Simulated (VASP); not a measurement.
# MnO2 (P4_2/mnm) in VASP: further runs

The runs below take MnO2 through single point, with r2SCAN, PBEsol.

Program: VASP 6.6.1. These are calculated values, not measurements. Logs are shortened: lines on timing, memory, paths and dates and some standing lists are left out, and cuts for length are marked.

## Step 1: The cell of the first run

The structure is tetragonal, space group P4_2/mnm (No. 136). Conventional cell: a = 4.400 Å, b = 4.400 Å, c = 2.867 Å, α = 90.00°, β = 90.00°, γ = 90.00°. Within 2.5 Å of Mn (site symmetry mmm) lie 6 O at 1.88 to 1.90 Å. O (site symmetry m2m) has 3 Mn at 1.88 to 1.90 Å and 1 O at 2.43 Å within 2.5 Å.

## Step 2: Single point, r2SCAN, collinear spin, ferromagnetic start

The input, POSCAR:

```
MnO2
1.0
    4.4004184607      0.0000000000      0.0000000000
    0.0000000000      4.4004184607      0.0000000000
    0.0000000000      0.0000000000      2.8670779400
Mn O
2 4
Direct
    0.5000000000      0.5000000000      0.5000000000
    0.0000000000      0.0000000000      0.0000000000
    0.8049161500      0.1950838500      0.5000000000
    0.6950838500      0.6950838500      0.0000000000
    0.1950838500      0.8049161500      0.5000000000
    0.3049161500      0.3049161500      0.0000000000
```

The input, INCAR.step1:

```
SYSTEM = MnO2
  PREC = Accurate
  ENCUT = 520
  ISMEAR = -1
  SIGMA = 0.05
  LREAL = .FALSE.
  LASPH = .TRUE.
  NELM = 150
  ISPIN = 2
  MAGMOM = 4 4 0 0 0 0
  LMAXMIX = 4
  NBANDS = 38
  GGA = PE
  ALGO = Normal
  EDIFF = 1E-4
  LWAVE = .TRUE.
  LCHARG = .FALSE.
```

The input, INCAR.step2:

```
SYSTEM = MnO2
  PREC = Accurate
  ENCUT = 520
  EDIFF = 1E-6
  ISMEAR = -1
  SIGMA = 0.05
  LREAL = .FALSE.
  LASPH = .TRUE.
  NELM = 150
  ALGO = Normal
  ISIF = 2
  LWAVE = .FALSE.
  LCHARG = .FALSE.
  ISPIN = 2
  MAGMOM = 4 4 0 0 0 0
  LORBIT = 11
  LMAXMIX = 4
  METAGGA = R2SCAN
  LMIXTAU = .TRUE.
  NBANDS = 38
  ISTART = 1
```

The input, KPOINTS:

```
Automatic mesh
0
G
  7 7 10
  0 0 0
```

Potentials or basis: VASP PAW PBE potentials, release 64 (Mn_pv, O).

On the command line:

```bash
cat potpaw_PBE.64/Mn_pv/POTCAR potpaw_PBE.64/O/POTCAR > POTCAR
cp INCAR.step1 INCAR
mpirun -np 1 vasp_std > vasp.out
cp INCAR.step2 INCAR
mpirun -np 1 vasp_std > vasp.out
```

OUTCAR:

```text
SYSTEM = MnO2
   PREC = Accurate
   ENCUT = 520
   EDIFF = 1E-6
   ISMEAR = -1
   LREAL = .FALSE.
   LASPH = .TRUE.
   NELM = 150
   ISIF = 2
   ISPIN = 2
   LORBIT = 11
   METAGGA = R2SCAN
   ISTART = 1

 ion  position               nearest neighbor table
   1  0.500  0.500  0.500-   4 1.88   6 1.88   4 1.88   6 1.88   5 1.90   3 1.90
   2  0.000  0.000  0.000-   3 1.88   5 1.88   3 1.88   5 1.88   4 1.90   6 1.90
   3  0.805  0.195  0.500-   2 1.88   2 1.88   1 1.90
   4  0.695  0.695  0.000-   1 1.88   1 1.88   2 1.90
   5  0.195  0.805  0.500-   2 1.88   2 1.88   1 1.90
   6  0.305  0.305  0.000-   1 1.88   1 1.88   2 1.90

  LATTYP: Found a simple tetragonal cell.
 ALAT       =     4.4004184607
 C/A-ratio  =     0.6515466576

  Lattice vectors:

 A1 = (   4.4004184607,   0.0000000000,   0.0000000000)
 A2 = (   0.0000000000,   4.4004184607,   0.0000000000)
 A3 = (   0.0000000000,   0.0000000000,   2.8670779400)

Analysis of symmetry for initial positions (statically):
=====================================================================
 Subroutine PRICEL returns:
 Original cell was already a primitive cell.

 Routine SETGRP: Setting up the symmetry group for a
 simple tetragonal supercell.

 Subroutine GETGRP returns: Found 16 space group operations
 (whereof  8 operations were pure point group operations)
 out of a pool of 16 trial point group operations.

The static configuration has the point symmetry D_2h.
 The point group associated with its full space group is D_4h.

Analysis of symmetry for dynamics (positions and initial velocities):
=====================================================================
 Subroutine PRICEL returns:
 Original cell was already a primitive cell.

 Routine SETGRP: Setting up the symmetry group for a
 simple tetragonal supercell.

 Subroutine GETGRP returns: Found 16 space group operations
 (whereof  8 operations were pure point group operations)
 out of a pool of 16 trial point group operations.

The dynamic configuration has the point symmetry D_2h.
 The point group associated with its full space group is D_4h.

Analysis of structural, dynamic, and magnetic symmetry:
=====================================================================
 Subroutine PRICEL returns:
 Original cell was already a primitive cell.

 Routine SETGRP: Setting up the symmetry group for a
 simple tetragonal supercell.

 Subroutine GETGRP returns: Found 16 space group operations
 (whereof  8 operations were pure point group operations)
 out of a pool of 16 trial point group operations.

The overall configuration has the point symmetry D_2h.
 The point group associated with its full space group is D_4h.

 Subroutine INISYM returns: Found 16 space group operations
 (whereof  8 operations are pure point group operations),
 and found     1 'primitive' translations

----------------------------------------------------------------------------------------

                                     Primitive cell

  volume of cell :      55.5172

  direct lattice vectors                    reciprocal lattice vectors
     4.400418461  0.000000000  0.000000000     0.227251115  0.000000000  0.000000000
     0.000000000  4.400418461  0.000000000     0.000000000  0.227251115  0.000000000
     0.000000000  0.000000000  2.867077940     0.000000000  0.000000000  0.348787170

  length of vectors
     4.400418461  4.400418461  2.867077940     0.227251115  0.227251115  0.348787170

  position of ions in fractional coordinates (direct lattice)
     0.500000000  0.500000000  0.500000000
     0.000000000  0.000000000  0.000000000
     0.804916150  0.195083850  0.500000000
     0.695083850  0.695083850  0.000000000
     0.195083850  0.804916150  0.500000000
     0.304916150  0.304916150  0.000000000

  ion indices of the primitive-cell ions
   primitive index   ion index
                 1           1
                 2           2
                 3           3
                 4           4
                 5           5
                 6           6

----------------------------------------------------------------------------------------
[... 49 lines left out ...]
  0.285714  0.000000  0.200000      8.000000
  0.428571  0.000000  0.200000      8.000000
 [... further k-points ...]
   k-points           NKPTS =     60   k-points in BZ     NKDIM =     60   number of bands    NBANDS=     38
   number of dos      NEDOS =    301   number of ions     NIONS =      6
   total plane-waves  NPLWV =  31104
   dimension x,y,z NGX =    36 NGY =   36 NGZ =   24
   dimension x,y,z NGXF=    72 NGYF=   72 NGZF=   48
   ions per type =               2   4
   NGX,Y,Z   is equivalent  to a cutoff of  13.60, 13.60, 13.92 a.u.
   NGXF,Y,Z  is equivalent  to a cutoff of  27.20, 27.20, 27.83 a.u.
 SYSTEM =  MnO2
   PREC   = accura    normal or accurate (medium, high low for compatibility)
   ISTART =      1    job   : 0-new  1-cont  2-samecut
   ICHARG =      0    charge: 1-file 2-atom 10-const
   ISPIN  =      2    spin polarized calculation?
   LNONCOLLINEAR =      F non collinear calculations
   LSORBIT =      F    spin-orbit coupling
   LASPH  =      T    aspherical Exc in radial PAW
   ENCUT  =  520.0 eV  38.22 Ry    6.18 a.u.   8.18  8.18  5.33*2*pi/ulx,y,z
   NELM   =    150;   NELMIN=  2; NELMDL=  0     # of ELM steps
   EDIFF  = 0.1E-05   stopping-criterion for ELM
   LREAL  =      F    real-space projection
   EDIFFG = 0.1E-04   stopping-criterion for IOM
   NSW    =      0    number of steps for IOM
   IBRION =     -1    ionic relax: 0-MD 1-quasi-New 2-CG
   NFREE  =      0    steps in history (QN), initial steepest desc. (CG)
   ISIF   =      2    stress and relaxation
   ISYM   =      2    0-nonsym 1-usesym 2-fastsym
   POTIM  = 0.5000    time-step for ionic-motion
   TEBEG  =    0.0;   TEEND  =   0.0 temperature during run
   PSTRESS=    0.0 pullay stress
   NELECT =      50.0000    total number of electrons
   NUPDOWN=      -1.0000    fix difference up-down
   EMIN   =  10.00;   EMAX   =-10.00  energy-range for DOS
   EFERMI =   0.00;   METHOD = LEGACY
   ISMEAR =    -1;   SIGMA  =   0.05  broadening in eV -4-tet -1-fermi 0-gaus
   EFERMI_NEDOS =   21; number of points for ismear=-14 and -15
   IALGO  =     38    algorithm
   IMIX   =      4    mixing-type and parameters
     AMIX     =   0.40;   BMIX     =  1.00
     AMIX_MAG =   1.60;   BMIX_MAG =  1.00
  volume/ion in A,a.u.               =       9.25        62.44
  Fermi-wavevector in a.u.,A,eV,Ry     =   1.580965  2.987591 34.007101  2.499451
  Thomas-Fermi vector in A             =   2.681113
   LORBIT       =     11    0 simple, 1 ext, 2 COOP (PROOUT), +10 PAW based schemes
   METAGGA = R2SCAN    functional components
   LHFCALC =     F    Hartree Fock is set to
   AEXX    =    0.0000 exact exchange contribution
   IVDW    =     0    specifies the selected vdW correction
   LEPSILON=     F    determine dielectric tensor
   LRPA    =     F    only Hartree local field effects (RPA)
 spin polarized calculation
  energy-cutoff  :      520.00
  volume of cell :       55.52
 maximum number of plane-waves:      1514
 NGX is ok and might be reduce to    36
   NGX = 17   NGY = 17   NGZ = 11

 number of electron      49.9999967 magnetization       6.0012124

 Free energy of the ion-electron system (eV)
  ---------------------------------------------------
  ext. energy  EPLUGINS =         0.00000000
  ---------------------------------------------------
  free energy    TOTEN  =       -65.40327511 eV

  energy without entropy =      -65.40296234  energy(sigma->0) =      -65.40311873

 E-fermi :   4.9399     XC(G=0): -12.8634

 val. band max:        4.8319568827   @ k =   0.0000   0.0000   0.0000
 cond. band min:       4.9621857892   @ k =   0.0000   0.0000   0.0000
 fundamental gap:      0.1302289065
 Fermi energy:         4.9399243325

 spin component 1

 k-point     1 :       0.0000    0.0000    0.0000
  band No.  band energies     occupation
      1     -47.9817      1.00000
      2     -47.9741      1.00000
      3     -47.9305      1.00000
      4     -47.9305      1.00000
      5     -47.8785      1.00000
      6     -47.8784      1.00000
[... 949 lines left out ...]
     36      19.8088      0.00000
     37      21.2744      0.00000

 [... further k-points ...]

 spin component 2

 k-point     1 :       0.0000    0.0000    0.0000
  band No.  band energies     occupation
      1     -43.9946      1.00000
      2     -43.9844      1.00000
      3     -43.9286      1.00000
      4     -43.9286      1.00000
      5     -43.8594      1.00000
      6     -43.8594      1.00000
[... 949 lines left out ...]
     36      20.6606      0.00000
     37      21.8845      0.00000

 [... further k-points ...]

 [bands above 37 left out]

------------------------ aborting loop because EDIFF is reached ----------------------------------------

  FORCE on cell =-STRESS in cart. coord.  units (eV):
  Direction    XX          YY          ZZ          XY          YZ          ZX
  --------------------------------------------------------------------------------------
  -------------------------------------------------------------------------------------
  Total        0.0962628      0.0962628      0.0948873      0.0000000      0.0000000      0.0000000
  in kB        2.7780601      2.7780601      2.7383635      0.0000000      0.0000000      0.0000000
  external PRESSURE =       2.7648279 kB  Pullay stress =       0.0000000 kB

 VOLUME and BASIS-vectors are now :
 -----------------------------------------------------------------------------
  energy-cutoff  :      520.00
  volume of cell :       55.52
      direct lattice vectors                 reciprocal lattice vectors
     4.400418461  0.000000000  0.000000000     0.227251115  0.000000000  0.000000000
     0.000000000  4.400418461  0.000000000     0.000000000  0.227251115  0.000000000
     0.000000000  0.000000000  2.867077940     0.000000000  0.000000000  0.348787170

 POSITION                                       TOTAL-FORCE (eV/Angst)
 -----------------------------------------------------------------------------------
      2.20021      2.20021      1.43354         0.000000      0.000000      0.000000
      0.00000      0.00000      0.00000         0.000000      0.000000      0.000000
      3.54197      0.85845      1.43354         0.012761     -0.012761      0.000000
      3.05866      3.05866      0.00000        -0.012761     -0.012761      0.000000
      0.85845      3.54197      1.43354        -0.012761      0.012761      0.000000
      1.34176      1.34176      0.00000         0.012761      0.012761      0.000000
 -----------------------------------------------------------------------------------
    total drift:                                0.000000      0.000000      0.000000

  FREE ENERGIE OF THE ION-ELECTRON SYSTEM (eV)
  ---------------------------------------------------
  free  energy   TOTEN  =       -65.4032751126 eV

  energy  without entropy=      -65.4029623383  energy(sigma->0) =      -65.40311873

 total charge

# of ion       s       p       d       tot
------------------------------------------
    1        0.382   6.468   4.828  11.677
    2        0.382   6.468   4.828  11.677
    3        1.573   3.500   0.000   5.073
    4        1.573   3.500   0.000   5.073
    5        1.573   3.500   0.000   5.073
    6        1.573   3.500   0.000   5.073
--------------------------------------------------
tot          7.057  26.936   9.655  43.649

 magnetization (x)

# of ion       s       p       d       tot
------------------------------------------
    1        0.016   0.028   2.764   2.808
    2        0.016   0.028   2.764   2.808
    3        0.001   0.054   0.000   0.055
    4        0.001   0.054   0.000   0.055
    5        0.001   0.054   0.000   0.055
    6        0.001   0.054   0.000   0.055
--------------------------------------------------
tot          0.035   0.272   5.529   5.836
```

Wall time 20 min (1 thread of Intel Xeon 8259CL, shared host); peak memory 0.33 GiB.

What came out:

| Item | Value |
| --- | --- |
| Free energy | -65.4033 eV |
| Pressure | 0.3 GPa |
| Largest force | 0.018 eV/Å |
| Band gap on the k mesh | 0.13 eV |
| Net moment | 6.00 μB per cell |
| Site moments | Mn +2.81; O +0.06 μB |
| Valence electrons inside the program's atomic spheres | Mn 11.68; O 5.07 |

Forces in eV/Å, atoms in the order of the input:
```
Mn   0.000  0.000  0.000
Mn   0.000  0.000  0.000
O    0.013 -0.013  0.000
O   -0.013 -0.013  0.000
O   -0.013  0.013  0.000
O    0.013  0.013  0.000
```

Levels at points of the mesh, in eV from the valence-band top:
Spin up:
```csv
k point,band 26,band 27,band 28,band 29,band 30,band 31
"(0.00, 0.00, 0.00)",-0.98,-0.51,-0.49,0.13,3.20,3.20
"(0.00, 0.00, 0.50)",-1.30,-0.32,-0.32,1.72,1.72,2.19
```
Spin down:
| k point | band 20 | band 21 | band 22 | band 23 | band 24 | band 25 |
| --- | --- | --- | --- | --- | --- | --- |
| (0.00, 0.00, 0.00) | -0.69 | -0.69 | 0.00 | 1.00 | 1.32 | 1.49 |
| (0.00, 0.00, 0.50) | -2.78 | -2.11 | -2.11 | 2.11 | 2.11 | 2.31 |

Caveat: the PAW data sets were made with another functional, which shifts forces and pressure a little; the run started ferromagnetic, and an antiferromagnetic order may lie lower in energy.

## Step 3: Single point, PBEsol, collinear spin, ferromagnetic start

The input, INCAR:

```
PREC = Accurate ; ENCUT = 700
EDIFF = 1E-6 ; ISMEAR = -1
SIGMA = 0.05 ; LREAL = F
LASPH = T ; NELM = 200
ALGO = Normal ; ISIF = 2
LWAVE = F ; LCHARG = T
ISPIN = 2 ; MAGMOM = 4 4 0 0 0 0
LORBIT = 11 ; LMAXMIX = 4
GGA = PS ; LELF = T
LVHAR = T ; NBANDS = 40
GGA_COMPAT = F
```

The input, KPOINTS:

```
regular mesh
0
Gamma
  6 6 9
```

POSCAR is that of step 2.

Potentials or basis: VASP PAW PBE potentials, release 64 (Mn_sv, O).

On the command line:

```bash
cat potpaw_PBE.64/Mn_sv/POTCAR potpaw_PBE.64/O/POTCAR > POTCAR
mpirun -np 1 vasp_std > vasp.out
```

Run time: 7.6 min. Hardware: 1 thread of Intel Xeon Platinum 8259CL at 2.50GHz (Skylake/Cascade Lake), shared host; peak memory 0.39 GiB.

The run converged. Its results:

| Quantity | Value |
| --- | --- |
| Free energy | -50.7802 eV |
| Pressure | -3.7 GPa |
| Largest force | 0.063 eV/Å |
| Band gap on the k mesh | zero (filled and empty bands overlap) |
| Net moment | 5.97 μB per cell |
| Site moments | Mn +2.59; O +0.09 μB |
| Valence electrons inside the program's atomic spheres | Mn 12.75; O 5.01 |

Forces on the atoms (eV/Å):
```
Mn   0.000  0.000  0.000
Mn   0.000  0.000  0.000
O    0.045 -0.045  0.000
O   -0.045 -0.045  0.000
O   -0.045  0.045  0.000
O    0.045  0.045  0.000
```

Stress tensor (GPa, compression positive):
```
-2.83  0.00  0.00
 0.00 -2.83  0.00
 0.00  0.00 -5.46
```

Levels at points of the mesh, in eV from the Fermi level:
Spin up:
```tsv
k point	band 28	band 29	band 30	band 31	band 32	band 33
(0.00, 0.00, 0.00)	-1.37	-0.77	-0.26	-0.14	2.65	2.65
(0.50, 0.00, 0.00)	-1.47	-0.73	-0.73	2.14	2.14	2.39
(0.50, 0.50, 0.00)	-2.31	-0.06	-0.06	1.40	1.40	2.62
```
Spin down:
| k point | band 22 | band 23 | band 24 | band 25 | band 26 | band 27 |
| --- | --- | --- | --- | --- | --- | --- |
| (0.00, 0.00, 0.00) | -1.07 | -1.07 | -0.48 | -0.03 | 0.28 | 0.44 |
| (0.50, 0.00, 0.00) | -3.00 | -1.34 | -1.34 | 0.67 | 0.67 | 1.04 |
| (0.50, 0.50, 0.00) | -2.65 | -2.07 | -2.07 | 0.01 | 0.01 | 0.46 |

Caveat: the cell stands under tension; the PAW data sets were made with another functional, which shifts forces and pressure a little; semilocal functionals often make such compounds metallic where correlation or magnetic order opens a gap, which also shifts bond lengths; the run started ferromagnetic, and an antiferromagnetic order may lie lower in energy. With open d or f shells a metallic result of PBEsol can be an artefact of self-interaction; +U or a hybrid may open a gap.
